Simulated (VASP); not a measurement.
# Ca3Mg (Fm-3m) in VASP: further runs, part 2 of 2

VASP 6.6.1. The steps go on from the part before.

## 3. Single point, LDA

INCAR reads:

```
ALGO = Normal ; EDIFF = 1E-7
ENCUT = 520 ; ISIF = 2
ISMEAR = 1 ; LASPH = T
LCHARG = T ; LELF = T
LREAL = F ; LVHAR = T
LWAVE = F ; NBANDS = 24
NELM = 100 ; PREC = Accurate
SIGMA = 0.05
```

KPOINTS reads:

```
k-points
0
Gamma
  6 6 6
```

POSCAR reads:

```
Ca3Mg
1.0
    5.8830220000      0.0000000000      0.0000000000
    2.9415110000      5.0948465030      0.0000000000
    2.9415110000      1.6982821677      4.8034673485
Ca Mg
3 1
Direct
    0.5000000000      0.5000000000      0.5000000000
    0.2500000000      0.2500000000      0.2500000000
    0.7500000000      0.7500000000      0.7500000000
    0.0000000000      0.0000000000      0.0000000000
```

Potentials or basis: VASP PAW LDA potentials, release 64 (Ca_sv, Mg).

The run is started by

```console
cat potpaw_LDA.64/Ca_sv/POTCAR potpaw_LDA.64/Mg/POTCAR > POTCAR
mpirun -np 1 vasp_std > vasp.out
```

OUTCAR:

```text
EDIFF = 1E-7
   ENCUT = 520
   ISIF = 2
   ISMEAR = 1
   LASPH = T
   LREAL = F
   NELM = 100
   PREC = Accurate

 ion  position               nearest neighbor table
   1  0.500  0.500  0.500-
   2  0.250  0.250  0.250-
   3  0.750  0.750  0.750-
   4  0.000  0.000  0.000-

  LATTYP: Found a face centered cubic cell.
 ALAT       =     8.3198495001

  Lattice vectors:

 A1 = (   5.8830220000,   0.0000000000,   0.0000000000)
 A2 = (   2.9415110000,   5.0948465030,   0.0000000000)
 A3 = (   2.9415110000,   1.6982821677,   4.8034673485)

Analysis of symmetry for initial positions (statically):
=====================================================================
 Subroutine PRICEL returns:
 Original cell was already a primitive cell.

 Routine SETGRP: Setting up the symmetry group for a
 face centered cubic supercell.

 Subroutine GETGRP returns: Found 48 space group operations
 (whereof 48 operations were pure point group operations)
 out of a pool of 48 trial point group operations.

The static configuration has the point symmetry O_h .

Analysis of symmetry for dynamics (positions and initial velocities):
=====================================================================
 Subroutine PRICEL returns:
 Original cell was already a primitive cell.

 Routine SETGRP: Setting up the symmetry group for a
 face centered cubic supercell.

 Subroutine GETGRP returns: Found 48 space group operations
 (whereof 48 operations were pure point group operations)
 out of a pool of 48 trial point group operations.

[... 105 lines left out ...]
   PSTRESS=    0.0 pullay stress
   NELECT =      32.0000    total number of electrons
   NUPDOWN=      -1.0000    fix difference up-down
   EMIN   =  10.00;   EMAX   =-10.00  energy-range for DOS
   EFERMI =   0.00;   METHOD = LEGACY
   ISMEAR =     1;   SIGMA  =   0.05  broadening in eV -4-tet -1-fermi 0-gaus
   EFERMI_NEDOS =   21; number of points for ismear=-14 and -15
   IALGO  =     38    algorithm
   IMIX   =      4    mixing-type and parameters
     AMIX     =   0.40;   BMIX     =  1.00
     AMIX_MAG =   1.60;   BMIX_MAG =  1.00
  volume/ion in A,a.u.               =      35.99       242.90
  Fermi-wavevector in a.u.,A,eV,Ry     =   0.991660  1.873965 13.379820  0.983389
  Thomas-Fermi vector in A             =   2.123417
   LORBIT       =      0    0 simple, 1 ext, 2 COOP (PROOUT), +10 PAW based schemes
   GGA     = CA    functional components
   LHFCALC =     F    Hartree Fock is set to
   AEXX    =    0.0000 exact exchange contribution
   IVDW    =     0    specifies the selected vdW correction
   LEPSILON=     F    determine dielectric tensor
   LRPA    =     F    only Hartree local field effects (RPA)
 non-spin polarized calculation
 Methfessel and Paxton  Order N= 1 SIGMA  =   0.05
  energy-cutoff  :      520.00
  volume of cell :      143.97
 maximum number of plane-waves:      3895
 NGX is ok and might be reduce to    48
   NGX = 21   NGY = 21   NGZ = 21

 number of electron      32.0000003 magnetization

 Free energy of the ion-electron system (eV)
  ---------------------------------------------------
  ext. energy  EPLUGINS =         0.00000000
  ---------------------------------------------------
  free energy    TOTEN  =        -8.42017331 eV

  energy without entropy =       -8.41956857  energy(sigma->0) =       -8.41997173

 E-fermi :   1.9051     XC(G=0):  -8.2152

 val. band max:        1.8926309543   @ k =   0.5000   0.5000  -0.0000
 cond. band min:       1.9056432578   @ k =   0.3333   0.1667   0.0000
 fundamental gap:      0.0130123035
 Fermi energy:         1.9051347599

 k-point     1 :       0.0000    0.0000    0.0000
  band No.  band energies     occupation
      1     -39.5186      2.00000
      2     -39.4203      2.00000
      3     -39.4182      2.00000
      4     -20.8470      2.00000
      5     -20.8470      2.00000
      6     -20.8470      2.00000
[... 421 lines left out ...]
     23       4.0494      0.00000
     24       4.7939      0.00000

------------------------ aborting loop because EDIFF is reached ----------------------------------------

  FORCE on cell =-STRESS in cart. coord.  units (eV):
  Direction    XX          YY          ZZ          XY          YZ          ZX
  --------------------------------------------------------------------------------------
  -------------------------------------------------------------------------------------
  Total       -1.9298681     -1.9298681     -1.9298681      0.0000000     -0.0000000     -0.0000000
  in kB      -21.4759207    -21.4759207    -21.4759207      0.0000000     -0.0000000     -0.0000000
  external PRESSURE =     -21.4759207 kB  Pullay stress =       0.0000000 kB

 VOLUME and BASIS-vectors are now :
 -----------------------------------------------------------------------------
  energy-cutoff  :      520.00
  volume of cell :      143.97
      direct lattice vectors                 reciprocal lattice vectors
     5.883022000  0.000000000  0.000000000     0.169980666 -0.098138384 -0.069394316
     2.941511000  5.094846503  0.000000000     0.000000000  0.196276767 -0.069394316
     2.941511000  1.698282168  4.803467348     0.000000000  0.000000000  0.208182949

 POSITION                                       TOTAL-FORCE (eV/Angst)
 -----------------------------------------------------------------------------------
      5.88302      3.39656      2.40173         0.000000     -0.000000     -0.000000
      2.94151      1.69828      1.20087        -0.000000     -0.000000      0.000000
      8.82453      5.09485      3.60260         0.000000      0.000000     -0.000000
      0.00000      0.00000      0.00000         0.000000     -0.000000     -0.000000
 -----------------------------------------------------------------------------------
    total drift:                               -0.000000     -0.000000     -0.000000

  FREE ENERGIE OF THE ION-ELECTRON SYSTEM (eV)
  ---------------------------------------------------
  free  energy   TOTEN  =        -8.4201733143 eV

  energy  without entropy=       -8.4195685734  energy(sigma->0) =       -8.41997173
```

OSZICAR:

```text
N       E                     dE             d eps       ncg     rms          rms(c)
DAV:   1     0.283901642330E+03    0.28390E+03   -0.15512E+04   776   0.119E+03
DAV:   2     0.884144118291E+01   -0.27506E+03   -0.26969E+03   832   0.352E+02
DAV:   3    -0.702997863889E+01   -0.15871E+02   -0.15447E+02  1472   0.619E+01
DAV:   4    -0.846245340793E+01   -0.14325E+01   -0.14193E+01  1240   0.167E+01
DAV:   5    -0.850341229049E+01   -0.40959E-01   -0.40942E-01  1192   0.296E+00    0.430E+00
DAV:   6    -0.843655378869E+01    0.66859E-01   -0.14462E-01  1056   0.235E+00    0.260E+00
DAV:   7    -0.842248892602E+01    0.14065E-01   -0.72448E-02  1064   0.217E+00    0.354E-01
DAV:   8    -0.842010306072E+01    0.23859E-02   -0.88461E-03  1040   0.626E-01    0.679E-02
DAV:   9    -0.842019009527E+01   -0.87035E-04   -0.14086E-03  1272   0.169E-01    0.427E-02
DAV:  10    -0.842017587752E+01    0.14218E-04   -0.42269E-04  1096   0.164E-01    0.525E-02
DAV:  11    -0.842017323376E+01    0.26438E-05   -0.70369E-05  1024   0.911E-02    0.691E-03
DAV:  12    -0.842017331230E+01   -0.78542E-07   -0.46213E-06  1168   0.134E-02    0.954E-04
DAV:  13    -0.842017331428E+01   -0.19786E-08   -0.30400E-07  1016   0.630E-03
   1 F= -.84201733E+01 E0= -.84199717E+01  d E =-.604741E-03
```

It took 61 s on 1 thread of Intel Xeon Platinum 8488C (Sapphire Rapids), shared host; peak memory 0.27 GiB.

Results:

```yaml
Free_energy: -8.4202 eV
Pressure: -2.1 GPa
Band_gap_on_the_k_mesh: zero (bands 16 and 17 overlap by 0.16 eV)
```
